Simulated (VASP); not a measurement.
# Ti (P6_3/mmc) in VASP: further runs, part 2 of 2

VASP 6.6.1. Earlier steps stand in the parts before.

## (4) Single point, LDA

INCAR

```
PREC = Accurate ; ENCUT = 520
EDIFF = 1E-7 ; ISMEAR = 1
SIGMA = 0.01 ; LREAL = False
LASPH = True ; NELM = 80
ALGO = Normal ; ISIF = 2
LWAVE = False ; LCHARG = False
GGA = CA ; NBANDS = 19
```

KPOINTS

```
regular mesh
0
Gamma
  13 13 7
```

POSCAR

```
Ti
1.0
    2.8638698861      0.0000000000      0.0000000000
   -1.4319349430      2.4801840745      0.0000000000
    0.0000000000      0.0000000000      4.5399943151
Ti
2
Direct
    0.3333333333      0.6666666667      0.2500000000
    0.6666666667      0.3333333333      0.7500000000
```

Started as:

```bash
$ cat potpaw_LDA.64/Ti_sv/POTCAR > POTCAR
$ mpirun -np 1 vasp_std > vasp.out
```

Run time: 34 s. Hardware: 1 thread of Intel Xeon Platinum 8488C (Sapphire Rapids), shared host; peak memory 0.16 GiB.

It converged, with:

```
Free energy            : -17.0977 eV
Pressure               : -0.4 GPa
Band gap on the k mesh : zero (band 12 reaches 9.69 eV, above the bottom of band 13 at 8.59 eV)
```

Stress tensor (GPa, compression positive):
```
-0.64  0.00  0.00
 0.00 -0.64  0.00
 0.00  0.00  0.00
```

Levels at points of the mesh, in eV from the Fermi level:
| k point | band 9 | band 10 | band 11 | band 12 | band 13 | band 14 | band 15 | band 16 |
| --- | --- | --- | --- | --- | --- | --- | --- | --- |
| (0.00, 0.00, 0.00) | -6.33 | -2.91 | 0.74 | 0.74 | 0.87 | 1.05 | 1.30 | 1.30 |

## (5) Single point, LDA

INCAR

```
PREC = Accurate
ENCUT = 520
EDIFF = 1E-6
ISMEAR = 1
SIGMA = 0.03
LREAL = F
LASPH = T
NELM = 80
ALGO = Normal
ISIF = 2
LWAVE = F
LCHARG = F
GGA = CA
NBANDS = 19
```

KPOINTS is that of step 4.

POSCAR is that of step 4.

Potentials or basis: VASP PAW LDA potentials, release 64 (Ti_sv).

Started as:

```bash
$ cat potpaw_LDA.64/Ti_sv/POTCAR > POTCAR
$ mpirun -np 1 vasp_std > vasp.out
```

OUTCAR:

```text
PREC = Accurate
   ENCUT = 520
   EDIFF = 1E-6
   ISMEAR = 1
   LREAL = F
   LASPH = T
   NELM = 80
   ISIF = 2
   GGA = CA

 ion  position               nearest neighbor table
   1  0.333  0.667  0.250-   2 2.81   2 2.81   2 2.81   2 2.81   2 2.81   2 2.81
   2  0.667  0.333  0.750-   1 2.81   1 2.81   1 2.81   1 2.81   1 2.81   1 2.81

  LATTYP: Found a hexagonal cell.
 ALAT       =     2.8638698861
 C/A-ratio  =     1.5852655657

  Lattice vectors:

 A1 = (   2.8638698861,   0.0000000000,   0.0000000000)
 A2 = (  -1.4319349430,   2.4801840745,   0.0000000000)
 A3 = (   0.0000000000,   0.0000000000,   4.5399943151)

Analysis of symmetry for initial positions (statically):
=====================================================================
 Subroutine PRICEL returns:
 Original cell was already a primitive cell.

 Routine SETGRP: Setting up the symmetry group for a
 hexagonal supercell.

 Subroutine GETGRP returns: Found 24 space group operations
 (whereof 12 operations were pure point group operations)
 out of a pool of 24 trial point group operations.

The static configuration has the point symmetry D_3d.
 The point group associated with its full space group is D_6h.

Analysis of symmetry for dynamics (positions and initial velocities):
=====================================================================
 Subroutine PRICEL returns:
 Original cell was already a primitive cell.

 Routine SETGRP: Setting up the symmetry group for a
 hexagonal supercell.

 Subroutine GETGRP returns: Found 24 space group operations
 (whereof 12 operations were pure point group operations)
 out of a pool of 24 trial point group operations.

The dynamic configuration has the point symmetry D_3d.
 The point group associated with its full space group is D_6h.

 Subroutine INISYM returns: Found 24 space group operations
[... 106 lines left out ...]
   TEBEG  =    0.0;   TEEND  =   0.0 temperature during run
   PSTRESS=    0.0 pullay stress
   NELECT =      24.0000    total number of electrons
   NUPDOWN=      -1.0000    fix difference up-down
   EMIN   =  10.00;   EMAX   =-10.00  energy-range for DOS
   EFERMI =   0.00;   METHOD = LEGACY
   ISMEAR =     1;   SIGMA  =   0.03  broadening in eV -4-tet -1-fermi 0-gaus
   EFERMI_NEDOS =   21; number of points for ismear=-14 and -15
   IALGO  =     38    algorithm
   IMIX   =      4    mixing-type and parameters
     AMIX     =   0.40;   BMIX     =  1.00
     AMIX_MAG =   1.60;   BMIX_MAG =  1.00
  volume/ion in A,a.u.               =      16.12       108.81
  Fermi-wavevector in a.u.,A,eV,Ry     =   1.483592  2.803582 29.947028  2.201044
  Thomas-Fermi vector in A             =   2.597234
   LORBIT       =      0    0 simple, 1 ext, 2 COOP (PROOUT), +10 PAW based schemes
   GGA     = CA    functional components
   LHFCALC =     F    Hartree Fock is set to
   AEXX    =    0.0000 exact exchange contribution
   IVDW    =     0    specifies the selected vdW correction
   LEPSILON=     F    determine dielectric tensor
   LRPA    =     F    only Hartree local field effects (RPA)
 non-spin polarized calculation
 Methfessel and Paxton  Order N= 1 SIGMA  =   0.03
  energy-cutoff  :      520.00
  volume of cell :       32.25
 maximum number of plane-waves:       883
 NGX is ok and might be reduce to    24
   NGX = 11   NGY = 11   NGZ = 17

 number of electron      24.0000004 magnetization

 Free energy of the ion-electron system (eV)
  ---------------------------------------------------
  ext. energy  EPLUGINS =         0.00000000
  ---------------------------------------------------
  free energy    TOTEN  =       -17.09763462 eV

  energy without entropy =      -17.09749660  energy(sigma->0) =      -17.09758861

 E-fermi :   8.9423     XC(G=0): -12.1449

 val. band max:        8.9345545871   @ k =   0.1538  -0.0000   0.1429
 cond. band min:       8.9504856309   @ k =   0.2308   0.2308   0.4286
 fundamental gap:      0.0159310439
 Fermi energy:         8.9423221980

 k-point     1 :       0.0000    0.0000    0.0000
  band No.  band energies     occupation
      1     -47.1492      2.00000
      2     -46.9549      2.00000
      3     -24.2225      2.00000
      4     -23.3912      2.00000
      5     -23.3912      2.00000
      6     -23.2967      2.00000
[... 505 lines left out ...]
      6     -23.4270      2.00000
[... 11 lines left out ...]
     18      10.8132      0.00000
     19      12.4736      0.00000

 [... further k-points ...]
[... 5 lines left out ...]
  --------------------------------------------------------------------------------------
  -------------------------------------------------------------------------------------
  Total       -0.1088601     -0.1088601      0.0251826     -0.0000000      0.0000000     -0.0000000
  in kB       -5.4086251     -5.4086251      1.2511749     -0.0000000      0.0000000     -0.0000000
  external PRESSURE =      -3.1886917 kB  Pullay stress =       0.0000000 kB

 VOLUME and BASIS-vectors are now :
 -----------------------------------------------------------------------------
  energy-cutoff  :      520.00
  volume of cell :       32.25
      direct lattice vectors                 reciprocal lattice vectors
     2.863869886  0.000000000  0.000000000     0.349177875  0.201597940  0.000000000
    -1.431934943  2.480184074  0.000000000     0.000000000  0.403195880  0.000000000
     0.000000000  0.000000000  4.539994315     0.000000000  0.000000000  0.220264593

 POSITION                                       TOTAL-FORCE (eV/Angst)
 -----------------------------------------------------------------------------------
     -0.00000      1.65346      1.13500         0.000000      0.000000      0.000000
      1.43193      0.82673      3.40500        -0.000000     -0.000000      0.000000
 -----------------------------------------------------------------------------------
    total drift:                               -0.000000      0.000000     -0.000000

  FREE ENERGIE OF THE ION-ELECTRON SYSTEM (eV)
  ---------------------------------------------------
  free  energy   TOTEN  =       -17.0976346164 eV

  energy  without entropy=      -17.0974965996  energy(sigma->0) =      -17.09758861
```

OSZICAR:

```text
N       E                     dE             d eps       ncg     rms          rms(c)
DAV:   1     0.263191595383E+03    0.26319E+03   -0.13026E+04  3192   0.158E+03
DAV:   2     0.110588851364E+02   -0.25213E+03   -0.24787E+03  3296   0.444E+02
DAV:   3    -0.178521576716E+02   -0.28911E+02   -0.28508E+02  5922   0.123E+02
DAV:   4    -0.189765540553E+02   -0.11244E+01   -0.11234E+01  3661   0.253E+01
DAV:   5    -0.190240286053E+02   -0.47475E-01   -0.47472E-01  4681   0.382E+00    0.125E+01
DAV:   6    -0.171025028630E+02    0.19215E+01   -0.67098E+00  3712   0.261E+01    0.329E+00
DAV:   7    -0.170788981431E+02    0.23605E-01   -0.69101E-01  4769   0.585E+00    0.207E+00
DAV:   8    -0.171053763948E+02   -0.26478E-01   -0.21919E-01  3447   0.561E+00    0.759E-01
DAV:   9    -0.170970412369E+02    0.83352E-02   -0.43842E-02  3513   0.231E+00    0.851E-02
DAV:  10    -0.170976170407E+02   -0.57580E-03   -0.36805E-03  4650   0.337E-01    0.952E-02
DAV:  11    -0.170976476536E+02   -0.30613E-04   -0.13299E-04  3833   0.980E-02    0.443E-02
DAV:  12    -0.170976348118E+02    0.12842E-04   -0.50689E-05  3670   0.654E-02    0.318E-03
DAV:  13    -0.170976346164E+02    0.19540E-06   -0.14030E-06  2339   0.117E-02
   1 F= -.17097635E+02 E0= -.17097589E+02  d E =-.138017E-03
```

stdout:

```text
POSCAR found type information on POSCAR Ti
 POSCAR found :  1 types and       2 ions
 scaLAPACK will be used
 LDA part: xc-table for (Slater(with rela. corr.)+CA(PZ))
 , standard interpolation
 POSCAR, INCAR and KPOINTS ok, starting setup
 FFT: planning ... GRIDC
 FFT: planning ... GRID_SOFT
 FFT: planning ... GRID
 WAVECAR not read
 entering main loop
```

Wall time 26 s (1 thread of Intel Xeon Platinum 8488C (Sapphire Rapids), shared host); peak memory 0.16 GiB.

What came out:

```
Free energy            : -17.0976 eV
Pressure               : -0.3 GPa
Band gap on the k mesh : zero (band 12 reaches 9.68 eV, above the bottom of band 13 at 8.59 eV)
```

## (6) Single point, LDA

INCAR

```
PREC = Accurate ; ENCUT = 520
EDIFF = 1E-6 ; ISMEAR = 1
SIGMA = 0.1 ; LREAL = F
LASPH = T ; NELM = 100
ALGO = Normal ; ISIF = 2
LWAVE = F ; LCHARG = T
GGA = CA ; LELF = T
LVHAR = T ; NBANDS = 19
```

KPOINTS is that of step 5.

POSCAR is that of step 5.

Potentials or basis: VASP PAW LDA potentials, release 64 (Ti_sv).

Started as:

```bash
$ cat potpaw_LDA.64/Ti_sv/POTCAR > POTCAR
$ mpirun -np 1 vasp_std > vasp.out
```

It took 30 s on 1 thread of Intel Xeon Platinum 8488C (Sapphire Rapids), shared host; peak memory 0.14 GiB.

The run converged. Its results:

```yaml
Free_energy: -17.0977 eV
Pressure: -0.2 GPa
Band_gap_on_the_k_mesh: zero (band 12 reaches 9.68 eV, above the bottom of band 13 at 8.59 eV)
```

Stress tensor (GPa, compression positive):
```
-0.45  0.00  0.00
 0.00 -0.45  0.00
 0.00  0.00  0.17
```

Levels at points of the mesh, in eV from the Fermi level:
```
           k point  band 10  band 11  band 12  band 13  band 14  band 15
(0.00, 0.00, 0.00)    -2.89     0.75     0.75     0.89     1.07     1.31
```

## (7) Summary

| smearing | gap on the mesh (eV) | pressure (GPa) |
| --- | --- | --- |
| methfessel-paxton 0.6 eV | none | -0.6 |
| methfessel-paxton 1 eV | none | -0.5 |
| methfessel-paxton 0.01 eV | none | -0.4 |
| methfessel-paxton 0.03 eV | none | -0.3 |
| methfessel-paxton 0.1 eV | none | -0.2 |

Alike in all rows: task single point; level LDA; potentials or basis VASP PAW LDA potentials, release 64 (Ti_sv); no spin polarisation; cell as given; k mesh 13 × 13 × 7; cutoff (eV) 520.

Every run on the cell as given and a fine mesh finds a metal.

Absolute energies hang on the potentials; compare differences alone.
